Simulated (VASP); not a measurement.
# CaO (rock salt type) (Fm-3m) in VASP: settings compared, part 2 of 2

VASP 6.6.1.

**3. Single point, PBE**

This run uses another cell than the first one, of 13.25 Å³/atom.

File INCAR:

```
SYSTEM = CaO
PREC = Accurate
ENCUT = 520
EDIFF = 1E-6
ISMEAR = -1
SIGMA = 0.06122561905347299
LREAL = .False.
LASPH = .True.
NELM = 80
ALGO = Normal
ISIF = 2
LWAVE = .False.
LCHARG = .False.
GGA = PE
NBANDS = 15
```

File KPOINTS:

```
Automatic mesh
0
Gamma
  20 20 20
  0 0 0
```

File POSCAR:

```
CaO
1.0
    0.0000000000      2.3662665127      2.3662665127
    2.3662665127      0.0000000000      2.3662665127
    2.3662665127      2.3662665127      0.0000000000
Ca O
1 1
Direct
    0.0000000000      0.0000000000      0.0000000000
    0.5000000000      0.5000000000      0.5000000000
```

Potentials or basis: VASP PAW PBE potentials, release 64 (Ca_sv, O).

Command:

```console
$ cat potpaw_PBE.64/Ca_sv/POTCAR potpaw_PBE.64/O/POTCAR > POTCAR
$ mpirun -np 1 vasp_std > vasp.out
```

OUTCAR:

```text
SYSTEM = CaO
   PREC = Accurate
   ENCUT = 520
   EDIFF = 1E-6
   ISMEAR = -1
   LREAL = .False.
   LASPH = .True.
   NELM = 80
   ISIF = 2
   GGA = PE

 ion  position               nearest neighbor table
   1  0.000  0.000  0.000-   2 2.37   2 2.37   2 2.37   2 2.37   2 2.37   2 2.37
   2  0.500  0.500  0.500-   1 2.37   1 2.37   1 2.37   1 2.37   1 2.37   1 2.37

  LATTYP: Found a face centered cubic cell.
 ALAT       =     4.7325330254

  Lattice vectors:

 A1 = (   0.0000000000,   2.3662665127,   2.3662665127)
 A2 = (   2.3662665127,   0.0000000000,   2.3662665127)
 A3 = (   2.3662665127,   2.3662665127,   0.0000000000)

Analysis of symmetry for initial positions (statically):
=====================================================================
 Subroutine PRICEL returns:
 Original cell was already a primitive cell.

 Routine SETGRP: Setting up the symmetry group for a
 face centered cubic supercell.

 Subroutine GETGRP returns: Found 48 space group operations
 (whereof 48 operations were pure point group operations)
 out of a pool of 48 trial point group operations.

The static configuration has the point symmetry O_h .

[... 174 lines left out ...]
      6       2.6213      2.00000
      7       2.6213      2.00000
      8       2.6213      2.00000
      9       7.7220      0.00000
     10       8.9574      0.00000
     11       8.9574      0.00000
     12       8.9574      0.00000
     13      10.5439      0.00000
     14      10.5439      0.00000
[... 401 lines left out ...]
      2     -16.7118      2.00000
      3     -15.6324      2.00000
      4     -15.6006      2.00000
      5     -11.7959      2.00000
      6       0.2471      2.00000
      7       1.4620      2.00000
      8       1.5641      2.00000
      9       9.4180      0.00000
     10      10.6741      0.00000
     11      10.7393      0.00000
     12      11.2403      0.00000
     13      12.7985      0.00000
     14      12.9995      0.00000
     15      18.0897      0.00000

 [... further k-points ...]

------------------------ aborting loop because EDIFF is reached ----------------------------------------

  FORCE on cell =-STRESS in cart. coord.  units (eV):
  Direction    XX          YY          ZZ          XY          YZ          ZX
  --------------------------------------------------------------------------------------
  -------------------------------------------------------------------------------------
  Total        1.3466506      1.3466506      1.3466506      0.0000000      0.0000000      0.0000000
  in kB       81.4225184     81.4225184     81.4225184      0.0000000      0.0000000      0.0000000
  external PRESSURE =      81.4225184 kB  Pullay stress =       0.0000000 kB

 VOLUME and BASIS-vectors are now :
 -----------------------------------------------------------------------------
  energy-cutoff  :      520.00
  volume of cell :       26.50
      direct lattice vectors                 reciprocal lattice vectors
     0.000000000  2.366266513  2.366266513    -0.211303333  0.211303333  0.211303333
     2.366266513  0.000000000  2.366266513     0.211303333 -0.211303333  0.211303333
     2.366266513  2.366266513  0.000000000     0.211303333  0.211303333 -0.211303333

 POSITION                                       TOTAL-FORCE (eV/Angst)
 -----------------------------------------------------------------------------------
      0.00000      0.00000      0.00000         0.000000      0.000000      0.000000
      2.36627      2.36627      2.36627        -0.000000     -0.000000     -0.000000
 -----------------------------------------------------------------------------------
    total drift:                                0.000000      0.000000      0.000000

  FREE ENERGIE OF THE ION-ELECTRON SYSTEM (eV)
  ---------------------------------------------------
  free  energy   TOTEN  =       -12.7597358775 eV

  energy  without entropy=      -12.7597358775  energy(sigma->0) =      -12.75973588
```

OSZICAR:

```text
N       E                     dE             d eps       ncg     rms          rms(c)
DAV:   1     0.124770468622E+03    0.12477E+03   -0.83947E+03  7680   0.110E+03
DAV:   2    -0.922593871076E+01   -0.13400E+03   -0.12483E+03  9473   0.293E+02
DAV:   3    -0.143408447732E+02   -0.51149E+01   -0.50814E+01  9173   0.592E+01
DAV:   4    -0.144787348891E+02   -0.13789E+00   -0.13780E+00 10829   0.870E+00
DAV:   5    -0.144807140982E+02   -0.19792E-02   -0.19792E-02  9051   0.900E-01    0.858E+00
DAV:   6    -0.128271883190E+02    0.16535E+01   -0.49350E+00  8801   0.222E+01    0.346E+00
DAV:   7    -0.127632786272E+02    0.63910E-01   -0.39222E-01  8746   0.659E+00    0.178E+00
DAV:   8    -0.127608254508E+02    0.24532E-02   -0.73478E-02 10088   0.291E+00    0.423E-01
DAV:   9    -0.127591409932E+02    0.16845E-02   -0.48576E-03  7946   0.603E-01    0.107E-01
DAV:  10    -0.127597618852E+02   -0.62089E-03   -0.69769E-04  9466   0.245E-01    0.393E-02
DAV:  11    -0.127597367598E+02    0.25125E-04   -0.57291E-05  9355   0.876E-02    0.864E-03
DAV:  12    -0.127597358775E+02    0.88222E-06   -0.70092E-06  9059   0.268E-02
   1 F= -.12759736E+02 E0= -.12759736E+02  d E =-.586108E-10
```

Run time: 45 s. Hardware: 1 thread of AMD EPYC 9R45 (Zen 5), shared host; peak memory 0.2 GiB.

Results:

- Free energy: -12.7597 eV
- Pressure: 8.1 GPa
- Band gap on the k mesh: 3.62 eV (least direct gap 3.98 eV)

Caveat: the cell stands under pressure. A k mesh can miss the band edges.

**4. Single point, PBE**

This run uses another cell than the first one, of 13.25 Å³/atom.

File INCAR:

```
PREC = Accurate
ENCUT = 520
EDIFF = 1E-6
ISMEAR = -1
SIGMA = 0.06122561905347299
LREAL = False
LASPH = True
NELM = 80
ALGO = Normal
ISIF = 2
LWAVE = False
LCHARG = False
GGA = PE
NBANDS = 15
```

File KPOINTS:

```
regular mesh
0
Gamma
  20 20 20
```

POSCAR is that of step 3.

Command:

```console
$ cat potpaw_PBE.64/Ca_sv/POTCAR potpaw_PBE.64/O/POTCAR > POTCAR
$ mpirun -np 1 vasp_std > vasp.out
```

It took 47 s on 1 thread of AMD EPYC 9R45 (Zen 5), shared host; peak memory 0.21 GiB.

Results (log left out):

```
Free energy            : -12.7597 eV
Pressure               : 8.1 GPa
Band gap on the k mesh : 3.62 eV (least direct gap 3.98 eV)
```

Levels at points of the mesh, in eV from the valence-band top:
```csv
k point,band 5,band 6,band 7,band 8,band 9,band 10,band 11,band 12
"(0.00, 0.00, 0.00)",-15.62,0.00,0.00,0.00,5.10,6.34,6.34,6.34
"(0.50, 0.00, 0.00)",-14.22,-2.75,-1.30,-1.30,7.27,8.61,8.61,8.87
"(0.50, 0.50, 0.00)",-15.39,-1.28,-0.36,-0.36,3.62,8.39,9.16,9.85
```

Caveat: the cell stands under pressure. A k mesh can miss the band edges.

**5. Single point, PBE**

This run uses another cell than the first one, of 13.53 Å³/atom.

File INCAR:

```
SYSTEM = CaO
PREC     = Accurate       ! precision mode
ENCUT    = 520            ! plane-wave cutoff, eV
EDIFF    = 1E-6           ! SCF threshold, eV
ISMEAR   = -1             ! smearing method
SIGMA    = 0.06122561905347299 ! smearing width, eV
LREAL    = .FALSE.        ! projectors in reciprocal space
LASPH    = .TRUE.         ! aspherical terms in the spheres
NELM     = 80             ! most SCF steps
ALGO     = Normal         ! electronic algorithm
ISIF     = 2              ! what is computed and relaxed
LWAVE    = .FALSE.        ! write WAVECAR
LCHARG   = .FALSE.        ! write CHGCAR
GGA      = PE             ! functional
NBANDS   = 15             ! bands
```

File KPOINTS:

```
regular mesh
0
G
  20 20 20
  0 0 0
```

File POSCAR:

```
CaO
1.0
    0.0000000000      2.3829309104      2.3829309104
    2.3829309104      0.0000000000      2.3829309104
    2.3829309104      2.3829309104      0.0000000000
Ca O
1 1
Direct
    0.0000000000      0.0000000000      0.0000000000
    0.5000000000      0.5000000000      0.5000000000
```

Command:

```console
$ cat potpaw_PBE.64/Ca_sv/POTCAR potpaw_PBE.64/O/POTCAR > POTCAR
$ mpirun -np 1 vasp_std > vasp.out
```

It took 47 s on 1 thread of AMD EPYC 9R45 (Zen 5), shared host; peak memory 0.21 GiB.

The run converged. Its results:

* Free energy: -12.7840 eV
* Pressure: 5.3 GPa
* Band gap on the k mesh: 3.63 eV (least direct gap 3.99 eV)

Levels at points of the mesh, in eV from the valence-band top:
```tsv
k point	band 4	band 5	band 6	band 7	band 8	band 9	band 10	band 11	band 12	band 13
(0.00, 0.00, 0.00)	-18.28	-15.58	0.00	0.00	0.00	4.92	6.29	6.29	6.29	7.84
(0.50, 0.00, 0.00)	-18.34	-14.28	-2.70	-1.25	-1.25	7.17	8.49	8.49	8.70	10.64
(0.50, 0.50, 0.00)	-18.53	-15.34	-1.29	-0.37	-0.37	3.63	8.23	9.04	9.71	9.71
```

Caveat: the cell stands under pressure.

**6. Single point, PBE**

This run uses another cell than the first one, of 13.53 Å³/atom.

File INCAR:

```
ALGO = Normal
EDIFF = 1E-7
ENCUT = 520
GGA = PE
ISIF = 2
ISMEAR = -1
LASPH = True
LCHARG = False
LREAL = False
LWAVE = False
NBANDS = 15
NELM = 60
PREC = Accurate
SIGMA = 0.06122561905347299
```

File KPOINTS:

```
k-points
0
Gamma
  20 20 20
```

POSCAR is that of step 5.

Potentials or basis: VASP PAW PBE potentials, release 64 (Ca_sv, O).

Command:

```console
$ cat potpaw_PBE.64/Ca_sv/POTCAR potpaw_PBE.64/O/POTCAR > POTCAR
$ mpirun -np 1 vasp_std > vasp.out
```

Wall time 52 s (1 thread of AMD EPYC 9R45 (Zen 5), shared host); peak memory 0.21 GiB.

It converged, with:

| Item | Value |
| --- | --- |
| Free energy | -12.7841 eV |
| Pressure | 5.3 GPa |
| Band gap on the k mesh | 3.63 eV (least direct gap 4.00 eV) |

Levels at points of the mesh, in eV from the valence-band top:
```csv
k point,band 6,band 7,band 8,band 9,band 10,band 11
"(0.00, 0.00, 0.00)",0.00,0.00,0.00,4.92,6.29,6.29
"(0.50, 0.00, 0.00)",-2.70,-1.25,-1.25,7.17,8.49,8.49
"(0.50, 0.50, 0.00)",-1.29,-0.37,-0.37,3.63,8.23,9.04
```

Caveat: the cell stands under pressure. A k mesh can miss the band edges.

**7. Single point, PBE**

This run uses another cell than the first one, of 13.81 Å³/atom.

File INCAR:

```
SYSTEM = CaO
PREC = Accurate
ENCUT = 520
EDIFF = 1E-6
ISMEAR = -1
SIGMA = 0.06122561905347299
LREAL = .False.
LASPH = .True.
NELM = 100
ALGO = Normal
ISIF = 2
LWAVE = .False.
LCHARG = .False.
GGA = PE
NBANDS = 15
```

File KPOINTS:

```
regular mesh
0
Gamma
  20 20 20
  0 0 0
```

File POSCAR:

```
CaO
1.0
    0.0000000000      2.3993654360      2.3993654360
    2.3993654360      0.0000000000      2.3993654360
    2.3993654360      2.3993654360      0.0000000000
Ca O
1 1
Direct
    0.0000000000      0.0000000000      0.0000000000
    0.5000000000      0.5000000000      0.5000000000
```

Command:

```console
$ cat potpaw_PBE.64/Ca_sv/POTCAR potpaw_PBE.64/O/POTCAR > POTCAR
$ mpirun -np 1 vasp_std > vasp.out
```

Wall time 49 s (1 thread of AMD EPYC 9R45 (Zen 5), shared host); peak memory 0.2 GiB.

Results (log left out):

| Property | Result |
| --- | --- |
| Free energy | -12.7989 eV |
| Pressure | 2.8 GPa |
| Band gap on the k mesh | 3.63 eV (least direct gap 4.01 eV) |

Levels at points of the mesh, in eV from the valence-band top:
```tsv
k point	band 5	band 6	band 7	band 8	band 9	band 10	band 11	band 12
(0.00, 0.00, 0.00)	-15.54	0.00	0.00	0.00	4.75	6.24	6.24	6.24
(0.50, 0.00, 0.00)	-14.32	-2.65	-1.21	-1.21	7.07	8.38	8.38	8.54
(0.50, 0.50, 0.00)	-15.30	-1.30	-0.37	-0.37	3.63	8.08	8.92	9.57
```

**8. Overview**

| level | cell | k mesh | smearing | gap on the mesh (eV) | pressure (GPa) |
| --- | --- | --- | --- | --- | --- |
| r2SCAN | a = 3.461 Å, angles 60.0°, 2 atoms | 12 × 12 × 12 | fermi-dirac 0.1 eV | 4.20 | -5.5 |
| PBE | a = 3.346 Å, angles 60.0°, 2 atoms | 20 × 20 × 20 | fermi-dirac 0.0612256 eV | 3.62 | 8.1 |
| PBE | a = 3.370 Å, angles 60.0°, 2 atoms | 20 × 20 × 20 | fermi-dirac 0.0612256 eV | 3.63 | 5.3 |
| PBE | a = 3.393 Å, angles 60.0°, 2 atoms | 20 × 20 × 20 | fermi-dirac 0.0612256 eV | 3.63 | 2.8 |

Alike in all rows: task single point; potentials or basis VASP PAW PBE potentials, release 64 (Ca_sv, O); no spin polarisation; cutoff (eV) 520.

Caveats: the cell stands under pressure (at least some runs); the cell stands under tension (at least some runs); the PAW data sets were made with another functional, which shifts forces and pressure a little (at least some runs).

Absolute energies hang on the potentials; compare differences alone.
